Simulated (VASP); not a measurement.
Crystal: BiS2.

```
Bi S
1.0
     3.89834    0.00000    0.00000
    -1.94917    3.37606    0.00000
     0.00000    0.00000   10.83634
Bi S
2 4
Direct
  0.66667 0.33333 0.25000
  0.33333 0.66667 0.75000
  0.33333 0.66667 0.40241
  0.66667 0.33333 0.90241
  0.33333 0.66667 0.09759
  0.66667 0.33333 0.59759
```

| Item | Value |
| --- | --- |
| Program | VASP 6.6.1 |
| Task | relaxation of cell and atoms |
| Functional | r2SCAN |
| Dispersion | rVV10 |
| Potentials or basis | VASP PAW PBE potentials, release 64 (Bi_d, S) |
| Cutoff | 600 eV |
| k mesh | 12 × 12 × 2 |
| Occupations | fermi-dirac, width 0.03 eV |
| Spin | no spin polarisation |

At the start: pressure 1.4 GPa; volume 23.77 Å³/atom.

How do energy, volume and symmetry change on relaxing?

Over 5 steps the energy falls by 4.1 meV/atom and the volume is 24.32 Å³/atom (+2.3 %); space group P6_3/mmc (No. 194, to 0.1 Å) before and after.

The path:
```csv
step,energy change (eV),largest force (eV/Å),pressure (GPa),volume (Å³)
1,0.0000,0.0298,1.38,142.62
2,-0.0120,0.2124,-0.82,146.87
3,-0.0149,0.1565,-0.17,145.54
4,-0.0204,0.1016,-0.09,145.68
5,-0.0243,0.0041,0.05,145.93
```

Final structure:
```cif
data_structure
_symmetry_space_group_name_H-M 'P 1'
_symmetry_Int_Tables_number 1
_cell_length_a 3.8990
_cell_length_b 3.8990
_cell_length_c 11.0844
_cell_angle_alpha 90.000
_cell_angle_beta 90.000
_cell_angle_gamma 120.000
_cell_volume 145.93
loop_
_atom_site_label
_atom_site_type_symbol
_atom_site_fract_x
_atom_site_fract_y
_atom_site_fract_z
_atom_site_occupancy
Bi1 Bi 0.66667 0.33333 0.25000 1
Bi2 Bi 0.33333 0.66667 0.75000 1
S1 S 0.33333 0.66667 0.40046 1
S2 S 0.66667 0.33333 0.90046 1
S3 S 0.33333 0.66667 0.09954 1
S4 S 0.66667 0.33333 0.59954 1
```

Caveat: the PAW data sets were made with another functional, which shifts forces and pressure a little.
